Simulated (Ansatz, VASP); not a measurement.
Li3Au in VASP and in Ansatz

```
Li Au
1.0
     4.45619    0.00000    0.00000
     0.00000    4.45619    0.00000
     0.00000    0.00000   16.00000
Li Au
3 1
Direct
  0.00000 0.50000 0.54923
  0.50000 0.00000 0.54923
  0.50000 0.50000 0.45077
  0.00000 0.00000 0.45077
```

Alike in both runs: task single point; functional PBE; k mesh 4 × 4 × 1; occupations gaussian, width 0.1 eV; no spin polarisation.

|  | VASP | Ansatz |
| --- | --- | --- |
| version | VASP 6.6.1 | Ansatz 0.2.0 |
| potentials or method | VASP PAW PBE potentials, release 64 (Li_sv, Au), cutoff 520 eV | scalar-relativistic, plane waves, PAW |
| valence electrons in the cell | 20 | 28 |

```csv
,VASP,Ansatz,Ansatz less VASP
gap on the k mesh at the Fermi level (eV),none,none,-
rms of the force components (eV/Å),0.251,0.249,-0.0014
```

Atom by atom the forces differ by 0.001 eV/Å (rms over components). A gap of «none» marks a metal or a gap that the smearing closes. VASP's potentials hold 20 valence electrons a cell and Ansatz's 28, so a difference there can come from the potentials and not from the codes. Ansatz's warnings: slab cell height set.

Neither program's run includes spin-orbit coupling. Noted on VASP's run: the cutoff is short for stress, so the pressure is rough.
